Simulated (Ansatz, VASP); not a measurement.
## ZnO: VASP beside Ansatz

File INCAR:

```
SYSTEM = ZnO
ALGO = Normal
EDIFF = 1E-8
ENCUT = 520
GGA = PS
GGA_COMPAT = .FALSE.
ISIF = 2
ISMEAR = -1
LASPH = .TRUE.
LCHARG = .FALSE.
LEFG = .TRUE.
LREAL = .FALSE.
LWAVE = .FALSE.
NBANDS = 26
NELM = 120
PREC = Accurate
SIGMA = 0.02
```

The input KPOINTS:

```
k-points
0
G
  5 5 3
  0 0 0
```

Contents of POSCAR:

```
ZnO
1.0
    3.2493080000      0.0000000000      0.0000000000
   -1.6246540000      2.8139832727      0.0000000000
    0.0000000000      0.0000000000      5.2057090000
Zn O
2 2
Direct
    0.3333333333      0.6666666667      0.5000000000
    0.6666666667      0.3333333333      0.0000000000
    0.6666666667      0.3333333333      0.3790100000
    0.3333333333      0.6666666667      0.8790100000
```

Input for Ansatz:

```yaml
crystal:
  lattice:
    - [3.249308, 0.0, 0.0]
    - [-1.624654, 2.8139832727, 0.0]
    - [0.0, 0.0, 5.205709]
  atoms:
    - { symbol: Zn, position: [0.3333333333, 0.6666666667, 0.5] }
    - { symbol: Zn, position: [0.6666666667, 0.3333333333, 0.0] }
    - { symbol: O, position: [0.6666666667, 0.3333333333, 0.37901] }
    - { symbol: O, position: [0.3333333333, 0.6666666667, 0.87901] }
kpoints:
  mp_grid: { grid: [5, 5, 3] }
scf:
  occupations: { method: fermi_dirac, width: 0.02 }
hamiltonian:
  xc: pbesol
  pseudopotentials: { kind: paw }
output:
  forces: true
  stress: true
  populations: true
  efg:
    quadrupole_moments_barn: { Zn: 0.122, O: -0.02558 }
    contact_densities: true
  write_density: true
  write_potential: true
  elf: true
  volumetric_format: npy
```

Alike in both runs: task electric field gradients; functional PBEsol; k mesh 5 × 5 × 3; occupations fermi-dirac, width 0.02 eV; no spin polarisation.

|  | VASP | Ansatz |
| --- | --- | --- |
| version | VASP 6.6.1 | Ansatz 0.2.0 |
| potentials or method | VASP PAW PBE potentials, release 64 (Zn, O) | plane-wave PAW, scalar-relativistic |
| plane-wave cutoff (eV) | 520 | 420 |
| valence electrons in the cell | 36 | 36 |

|  | VASP | Ansatz | Ansatz less VASP |
| --- | --- | --- | --- |
| pressure (GPa) | -0.5 | -1.5 | -0.97 |
| traceless stress, the component that is largest in VASP (GPa) | 1.10 | 1.05 | -0.042 |
| rms of the force components (eV/Å) | 0.038 | 0.036 | -0.0022 |
| size of Vzz on the site where it differs most (V/Å²) | 1.6 | 1.5 | -0.08 |

VASP's potentials were made for PBE, not for PBEsol. Atom by atom the forces differ by 0.002 eV/Å (rms over components).

The k mesh is coarse, so the values compare programs but aren't converged.
